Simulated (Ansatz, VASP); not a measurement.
## WSe2: VASP beside Ansatz

```xyz
6
Lattice="3.2997 0.0000 0.0000 -1.6498 2.8576 0.0000 0.0000 0.0000 12.8857" Properties=species:S:1:pos:R:3 pbc="T T T"
W     0.0000    1.9051    3.2214
W     1.6498    0.9525    9.6643
Se    1.6498    0.9525    4.8839
Se    1.6498    0.9525    1.5590
Se    0.0000    1.9051   11.3267
Se    0.0000    1.9051    8.0018
```

Change from the starting cell: uniaxial_z strain -2.0%.

Alike in both runs: task single point; functional r2SCAN; k mesh 12 × 12 × 2; no spin polarisation.

```csv
,VASP,Ansatz
version,VASP 6.6.1,Ansatz 0.2.0
potentials or method,"VASP PAW PBE potentials, release 64 (W_sv, Se)","plane waves, PAW"
plane-wave cutoff (eV),520,500
occupations,"gaussian, width 0.01 eV",fixed
valence electrons in the cell,52,92
```

VASP gave:

| Property | Result |
| --- | --- |
| gap on the k mesh at the Fermi level (eV) | 1.06 |
| pressure (GPa) | 2.3 |
| traceless stress, the component that is largest in VASP (GPa) | 0.54 |
| rms of the force components (eV/Å) | 0.003 |

Problem. Estimate Ansatz's values.

Solution. gap on the k mesh at the Fermi level (eV): 1.07; pressure (GPa): 1.9; traceless stress, the component that is largest in VASP (GPa): 0.50; rms of the force components (eV/Å): 0.019.

VASP's potentials were made for PBE, not for r2SCAN. Atom by atom the forces differ by 0.022 eV/Å (rms over components). VASP's potentials hold 52 valence electrons a cell and Ansatz's 92, so a difference there can come from the potentials and not from the codes.

Neither program's run includes spin-orbit coupling.
